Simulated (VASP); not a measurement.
# NaCl (I4/mmm) in VASP: single point with HSE06

Aim: the single point of NaCl with HSE06.

All numbers are computed with VASP 6.6.1; they aren't measurements. Logs are shortened: lines on timing, memory, paths and dates and some standing lists are left out, and cuts for length are marked.

## Step 1: The cell of the first run

It takes space group I4/mmm (No. 139, tetragonal). Conventional cell: a = 3.964 Å, b = 3.964 Å, c = 5.937 Å, α = 90.00°, β = 90.00°, γ = 90.00°. Within 3.7 Å of Na (site symmetry 4/mmm) lie 6 Cl at 2.80 to 2.97 Å. Within 3.7 Å of Cl (site symmetry 4/mmm) lie 6 Na at 2.80 to 2.97 Å.

## Step 2: Single point, HSE06 (uniaxial x strain +5.9%)

POSCAR

```
NaCl
1.0
    0.0000000000      2.8027319616      2.8027319616
    2.9683734206      0.0000000000      2.8027319616
    2.9683734206      2.8027319616      0.0000000000
Na Cl
1 1
Direct
    0.0000000000      0.0000000000      0.0000000000
    0.5000000000      0.5000000000      0.5000000000
```

INCAR.step1

```
PREC     = Accurate       # precision mode
ENCUT    = 520            # plane-wave cutoff, eV
EDIFF    = 1E-5           # SCF threshold, eV
ISMEAR   = 0              # smearing method
SIGMA    = 0.01           # smearing width, eV
LREAL    = False          # projectors in reciprocal space
LASPH    = True           # aspherical terms in the spheres
NELM     = 80             # most SCF steps
ALGO     = Normal         # electronic algorithm
ISIF     = 2              # what is computed and relaxed
LWAVE    = True           # write WAVECAR
LCHARG   = False          # write CHGCAR
NBANDS   = 14             # bands
GGA      = PE             # functional
```

INCAR.step2

```
PREC     = Accurate       # precision mode
ENCUT    = 520            # plane-wave cutoff, eV
EDIFF    = 1E-6           # SCF threshold, eV
ISMEAR   = 0              # smearing method
SIGMA    = 0.01           # smearing width, eV
LREAL    = False          # projectors in reciprocal space
LASPH    = True           # aspherical terms in the spheres
NELM     = 80             # most SCF steps
ALGO     = Normal         # electronic algorithm
ISIF     = 2              # what is computed and relaxed
LWAVE    = False          # write WAVECAR
LCHARG   = False          # write CHGCAR
GGA      = PE             # functional
LHFCALC  = True           # exact exchange
HFSCREEN = 0.2079         # screening, 1/A
PRECFOCK = Normal       
NBANDS   = 14             # bands
ISTART   = 1
```

KPOINTS

```
Automatic mesh
0
Gamma
  6 6 6
```

Potentials or basis: VASP PAW PBE potentials, release 64 (Na_pv, Cl).

The run is started by

```bash
$ cat potpaw_PBE.64/Na_pv/POTCAR potpaw_PBE.64/Cl/POTCAR > POTCAR
$ cp INCAR.step1 INCAR
$ mpirun -np 1 vasp_std > vasp.out
$ cp INCAR.step2 INCAR
$ mpirun -np 1 vasp_std > vasp.out
```

OUTCAR:

```text
PREC = Accurate
   ENCUT = 520
   EDIFF = 1E-6
   ISMEAR = 0
   LREAL = False
   LASPH = True
   NELM = 80
   ISIF = 2
   GGA = PE
   LHFCALC = True
   HFSCREEN = 0.2079
   PRECFOCK = Normal
   ISTART = 1

 ion  position               nearest neighbor table
   1  0.000  0.000  0.000-
   2  0.500  0.500  0.500-

  LATTYP: Found a body centered tetragonal cell.
 ALAT       =     3.9636615518
 C/A-ratio  =     1.4977935839

  Lattice vectors:

 A1 = (   2.9683734206,   0.0000000000,   2.8027319616)
 A2 = (   2.9683734206,   0.0000000000,  -2.8027319616)
 A3 = (  -2.9683734206,   2.8027319616,   0.0000000000)

Analysis of symmetry for initial positions (statically):
=====================================================================
 Subroutine PRICEL returns:
 Original cell was already a primitive cell.

 Routine SETGRP: Setting up the symmetry group for a
 body centered tetragonal supercell.

 Subroutine GETGRP returns: Found 16 space group operations
 (whereof 16 operations were pure point group operations)
 out of a pool of 16 trial point group operations.

The static configuration has the point symmetry D_4h.

Analysis of symmetry for dynamics (positions and initial velocities):
=====================================================================
 Subroutine PRICEL returns:
 Original cell was already a primitive cell.

 Routine SETGRP: Setting up the symmetry group for a
 body centered tetragonal supercell.

 Subroutine GETGRP returns: Found 16 space group operations
 (whereof 16 operations were pure point group operations)
 out of a pool of 16 trial point group operations.

The dynamic configuration has the point symmetry D_4h.

 Subroutine INISYM returns: Found 16 space group operations
 (whereof 16 operations are pure point group operations),
 and found     1 'primitive' translations

----------------------------------------------------------------------------------------

                                     Primitive cell

  volume of cell :      46.6350

  direct lattice vectors                    reciprocal lattice vectors
     0.000000000  2.802731962  2.802731962    -0.168442419  0.178397366  0.178397366
     2.968373421  0.000000000  2.802731962     0.168442419 -0.178397366  0.178397366
     2.968373421  2.802731962  0.000000000     0.168442419  0.178397366 -0.178397366

  length of vectors
     3.963661552  4.082468275  4.082468275     0.303354725  0.303354725  0.303354725

  position of ions in fractional coordinates (direct lattice)
     0.000000000  0.000000000  0.000000000
     0.500000000  0.500000000  0.500000000

  ion indices of the primitive-cell ions
   primitive index   ion index
                 1           1
                 2           2

----------------------------------------------------------------------------------------

 KPOINTS: Automatic mesh

Automatic generation of k-mesh.
 Grid dimensions read from file:
 generate k-points for:    6    6    6

 Generating k-lattice:

  Cartesian coordinates                     Fractional coordinates (reciprocal lattice)
    -0.028073737  0.029732894  0.029732894     0.166666667  0.000000000  0.000000000
     0.028073737 -0.029732894  0.029732894     0.000000000  0.166666667  0.000000000
     0.028073737  0.029732894 -0.029732894     0.000000000  0.000000000  0.166666667

  Length of vectors
     0.050559121  0.050559121  0.050559121

  Shift w.r.t. Gamma in fractional coordinates (k-lattice)
     0.000000000  0.000000000  0.000000000

 Subroutine IBZKPT returns following result:
 ===========================================

 Found     30 irreducible k-points:

 Following reciprocal coordinates:
            Coordinates               Weight
  0.000000  0.000000  0.000000      1.000000
  0.166667  0.000000  0.000000      8.000000
  0.333333  0.000000  0.000000      8.000000
  0.500000  0.000000  0.000000      4.000000
  0.166667  0.166667  0.000000      4.000000
  0.333333  0.166667  0.000000     16.000000
[... 16 lines left out ...]
 -0.333333  0.500000  0.166667      4.000000
  0.333333 -0.333333  0.166667      8.000000
 [... further k-points ...]
   k-points           NKPTS =     30   k-points in BZ     NKDIM =    216   number of bands    NBANDS=     14
   number of dos      NEDOS =    301   number of ions     NIONS =      2
   total plane-waves  NPLWV =  27000
   dimension x,y,z NGX =    30 NGY =   30 NGZ =   30
   dimension x,y,z NGXF=    60 NGYF=   60 NGZF=   60
   ions per type =               1   1
   NGX,Y,Z   is equivalent  to a cutoff of  12.58, 12.22, 12.22 a.u.
   NGXF,Y,Z  is equivalent  to a cutoff of  25.17, 24.43, 24.43 a.u.
 SYSTEM =  unknown system
   PREC   = accura    normal or accurate (medium, high low for compatibility)
   ISTART =      1    job   : 0-new  1-cont  2-samecut
   ICHARG =      0    charge: 1-file 2-atom 10-const
   ISPIN  =      1    spin polarized calculation?
   LNONCOLLINEAR =      F non collinear calculations
   LSORBIT =      F    spin-orbit coupling
   LASPH  =      T    aspherical Exc in radial PAW
   ENCUT  =  520.0 eV  38.22 Ry    6.18 a.u.   7.37  7.59  7.59*2*pi/ulx,y,z
   NELM   =     80;   NELMIN=  2; NELMDL=  0     # of ELM steps
   EDIFF  = 0.1E-05   stopping-criterion for ELM
   LREAL  =      F    real-space projection
   EDIFFG = 0.1E-04   stopping-criterion for IOM
   NSW    =      0    number of steps for IOM
   IBRION =     -1    ionic relax: 0-MD 1-quasi-New 2-CG
   NFREE  =      0    steps in history (QN), initial steepest desc. (CG)
   ISIF   =      2    stress and relaxation
   ISYM   =      3    0-nonsym 1-usesym 2-fastsym
   POTIM  = 0.5000    time-step for ionic-motion
   TEBEG  =    0.0;   TEEND  =   0.0 temperature during run
   PSTRESS=    0.0 pullay stress
   NELECT =      14.0000    total number of electrons
   NUPDOWN=      -1.0000    fix difference up-down
   EMIN   =  10.00;   EMAX   =-10.00  energy-range for DOS
   EFERMI =   0.00;   METHOD = LEGACY
   ISMEAR =     0;   SIGMA  =   0.01  broadening in eV -4-tet -1-fermi 0-gaus
   EFERMI_NEDOS =   21; number of points for ismear=-14 and -15
   IALGO  =     38    algorithm
   IMIX   =      1    mixing-type and parameters
     AMIX     =   0.40;   BMIX     =  1.00
     AMIX_MAG =   1.60;   BMIX_MAG =  1.00
  volume/ion in A,a.u.               =      23.32       157.35
  Fermi-wavevector in a.u.,A,eV,Ry     =   1.096176  2.071472 16.348785  1.201602
  Thomas-Fermi vector in A             =   2.232513
   LORBIT       =      0    0 simple, 1 ext, 2 COOP (PROOUT), +10 PAW based schemes
   GGA     = PE    functional components
   LHFCALC =     T    Hartree Fock is set to
   PRECFOCK=normal    Normal, Fast or Accurate (Low or Medium for compatibility)
   ENCUT4O =  -1.0   cutoff for four orbital integrals eV
   NKREDX  =     1    reduce k-point grid by
   NKREDY  =     1    reduce k-point grid by
   NKREDZ  =     1    reduce k-point grid by
   AEXX    =    0.2500 exact exchange contribution
   HFSCREEN=    0.2079 screening length (either q_TF or 0.3 A-1)
   HFSCREENC=   0.2079 screening length for correlation (either q_TF or 0.3 A-1)
   ENCUTFOCK=  -1.0 apply spherical cutoff to Coloumb kernel
   IVDW    =     0    specifies the selected vdW correction
   LEPSILON=     F    determine dielectric tensor
   LRPA    =     F    only Hartree local field effects (RPA)
 non-spin polarized calculation
 Gauss-broadening in eV      SIGMA  =   0.01
  energy-cutoff  :      520.00
  volume of cell :       46.63
 maximum number of plane-waves:      1276
 NGX is ok and might be reduce to    30
  NGX = 24; NGY = 24; NGZ = 24

 number of electron      13.9999986 magnetization

 Free energy of the ion-electron system (eV)
  ---------------------------------------------------
  ext. energy  EPLUGINS =         0.00000000
  ---------------------------------------------------
  free energy    TOTEN  =        -7.86580710 eV

  energy without entropy =       -7.86580710  energy(sigma->0) =       -7.86580710

 E-fermi :  -1.8303     XC(G=0):  -6.6647

 val. band max:       -1.9186878713   @ k =   0.0000   0.0000   0.0000
 cond. band min:       4.3736582306   @ k =   0.0000   0.0000   0.0000
 fundamental gap:      6.2923461019
 Fermi energy:        -1.8302652832

 k-point     1 :       0.0000    0.0000    0.0000
  band No.  band energies     occupation
      1     -24.9027      2.00000
      2     -24.8955      2.00000
      3     -24.8955      2.00000
      4     -15.7076      2.00000
      5      -1.9603      2.00000
      6      -1.9603      2.00000
      7      -1.9187      2.00000
      8       4.3737      0.00000
      9      10.3550      0.00000
     10      10.7758      0.00000
     11      10.7758      0.00000
     12      12.5179      0.00000
     13      13.2587      0.00000
     14      14.1691      0.00000

 k-point     2 :       0.1667    0.0000    0.0000
  band No.  band energies     occupation
      1     -24.9055      2.00000
      2     -24.8993      2.00000
      3     -24.8956      2.00000
      4     -15.6294      2.00000
      5      -2.5290      2.00000
      6      -2.0151      2.00000
      7      -2.0121      2.00000
      8       5.1756      0.00000
      9       9.7695      0.00000
     10      10.7189      0.00000
     11      11.0954      0.00000
     12      12.2747      0.00000
     13      12.7808      0.00000
     14      15.2736      0.00000
[... 343 lines left out ...]
      1     -24.9105      2.00000
      2     -24.9092      2.00000
      3     -24.9047      2.00000
      4     -15.3128      2.00000
      5      -3.3639      2.00000
      6      -2.8170      2.00000
      7      -2.7516      2.00000
      8       7.8115      0.00000
      9       8.1743      0.00000
     10      10.0718      0.00000
     11      11.7472      0.00000
     12      14.2734      0.00000
     13      15.4936      0.00000
     14      16.1336      0.00000

 k-point    24 :       0.3333   -0.3333    0.1667
  band No.  band energies     occupation
      1     -24.9137      2.00000
      2     -24.9050      2.00000
      3     -24.9050      2.00000
      4     -15.3244      2.00000
      5      -3.4218      2.00000
      6      -2.9589      2.00000
      7      -2.4367      2.00000
      8       8.2043      0.00000
      9       8.4862      0.00000
     10       9.3500      0.00000
     11      11.1950      0.00000
     12      13.5767      0.00000
     13      15.0171      0.00000
     14      16.7302      0.00000

 [... further k-points ...]

------------------------ aborting loop because EDIFF is reached ----------------------------------------

  FORCE on cell =-STRESS in cart. coord.  units (eV):
  Direction    XX          YY          ZZ          XY          YZ          ZX
  --------------------------------------------------------------------------------------
  -------------------------------------------------------------------------------------
  Total       -0.4777469      0.0059682      0.0059682      0.0000000      0.0000000      0.0000000
  in kB      -16.4133320      0.2050421      0.2050421      0.0000000      0.0000000      0.0000000
  external PRESSURE =      -5.3344159 kB  Pullay stress =       0.0000000 kB

 VOLUME and BASIS-vectors are now :
 -----------------------------------------------------------------------------
  energy-cutoff  :      520.00
  volume of cell :       46.63
      direct lattice vectors                 reciprocal lattice vectors
     0.000000000  2.802731962  2.802731962    -0.168442419  0.178397366  0.178397366
     2.968373421  0.000000000  2.802731962     0.168442419 -0.178397366  0.178397366
     2.968373421  2.802731962  0.000000000     0.168442419  0.178397366 -0.178397366

 POSITION                                       TOTAL-FORCE (eV/Angst)
 -----------------------------------------------------------------------------------
      0.00000      0.00000      0.00000        -0.000000      0.000000     -0.000000
      2.96837      2.80273      2.80273         0.000000     -0.000000      0.000000
 -----------------------------------------------------------------------------------
    total drift:                                0.000003     -0.000002      0.000003

  FREE ENERGIE OF THE ION-ELECTRON SYSTEM (eV)
  ---------------------------------------------------
  free  energy   TOTEN  =        -7.8658071001 eV

  energy  without entropy=       -7.8658071001  energy(sigma->0) =       -7.86580710
```

Wall time 33 min (1 thread of Intel Xeon Platinum 8259CL at 2.50GHz (Skylake/Cascade Lake), shared host); peak memory 0.29 GiB.

What came out:

* Free energy: -7.8658 eV
* Pressure: -0.5 GPa
* Band gap on the k mesh: 6.29 eV

Stress tensor (GPa, compression positive):
```
-1.64  0.00  0.00
 0.00  0.02  0.00
 0.00  0.00  0.02
```

Caveat: the cell differs from its parent crystal (uniaxial x strain +5.9%); the PAW data sets were made with another functional, which shifts forces and pressure a little.
